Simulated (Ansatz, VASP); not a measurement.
Al5Cu in VASP and in Ansatz

INCAR

```
SYSTEM = Al5Cu
PREC     = Accurate       ! precision mode
ENCUT    = 600            ! plane-wave cutoff, eV
EDIFF    = 1E-6           ! SCF threshold, eV
ISMEAR   = 0              ! smearing method
SIGMA    = 0.1            ! smearing width, eV
LREAL    = .False.        ! projectors in reciprocal space
LASPH    = .True.         ! aspherical terms in the spheres
NELM     = 80             ! most SCF steps
ALGO     = Normal         ! electronic algorithm
ISIF     = 3              ! what is computed and relaxed
LWAVE    = .False.        ! write WAVECAR
LCHARG   = .False.        ! write CHGCAR
GGA      = PE             ! functional
IBRION   = 2              ! ionic algorithm
NSW      = 90             ! ionic steps
EDIFFG   = -0.04          ! ionic threshold
```

Contents of KPOINTS:

```
Automatic mesh
0
Gamma
  6 6 2
  0 0 0
```

The input POSCAR:

```
Al5Cu
1.0
    2.7841488900      0.0000000000      0.0000000000
   -1.3920744400      2.4111436600      0.0000000000
    0.0000000000      0.0000000000     13.5376180000
Al Cu
5 1
Direct
    0.3333333300      0.6666666700      0.8333333300
    0.3333333300      0.6666666700      0.1666666700
    0.6666666700      0.3333333300      0.0000000000
    0.6666666700      0.3333333300      0.3333333300
    0.6666666700      0.3333333300      0.6666666700
    0.3333333300      0.6666666700      0.5000000000
```

Input for Ansatz:

```yaml
crystal:
  lattice:
    - [2.78414889, 0.0, 0.0]
    - [-1.39207444, 2.41114366, 0.0]
    - [0.0, 0.0, 13.537618]
  atoms:
    - { symbol: Al, position: [0.33333333, 0.66666667, 0.83333333] }
    - { symbol: Al, position: [0.33333333, 0.66666667, 0.16666667] }
    - { symbol: Al, position: [0.66666667, 0.33333333, 0.0] }
    - { symbol: Al, position: [0.66666667, 0.33333333, 0.33333333] }
    - { symbol: Al, position: [0.66666667, 0.33333333, 0.66666667] }
    - { symbol: Cu, position: [0.33333333, 0.66666667, 0.5] }
basis:
  ecutwfc: 420
kpoints:
  mp_grid: { grid: [6, 6, 2] }
hamiltonian:
  xc: pbe
scf:
  occupations: { method: gaussian, width: 0.1 }
  lower_state_search: "off"
output:
  forces: true
  stress: true
  eigenvalues: true
relax:
  adjacent_minimum: "off"
  f_tol: 0.04
  max_steps: 70
  cell: { stress_tol: 0.4 }
```

Alike in both runs: task relaxation of cell and atoms; functional PBE; k mesh 6 × 6 × 2; occupations gaussian, width 0.1 eV; no spin polarisation.

|  | VASP | Ansatz |
| --- | --- | --- |
| version | VASP 6.6.1 | Ansatz 0.2.0 |
| potentials or method | VASP PAW PBE potentials, release 64 (Al, Cu), cutoff 600 eV | scalar-relativistic, plane waves, PAW |
| valence electrons in the cell | 26 | 34 |

```tsv
	VASP	Ansatz	Ansatz less VASP
gap on the k mesh at the Fermi level, each at its own relaxed structure (eV)	none	none	-
relaxed volume (Å³/atom)	15.85	15.85	-0.003
relaxed cell length with the largest relative difference (Å)	13.629	13.616	-0.0126
```

A gap of «none» marks a metal or a gap that the smearing closes. VASP's potentials hold 26 valence electrons a cell and Ansatz's 34, so a difference there can come from the potentials and not from the codes.

The k mesh is coarse, so the values compare programs but aren't converged. Noted on VASP's run: too few bands were computed for a metal, which touches its energy and stress.
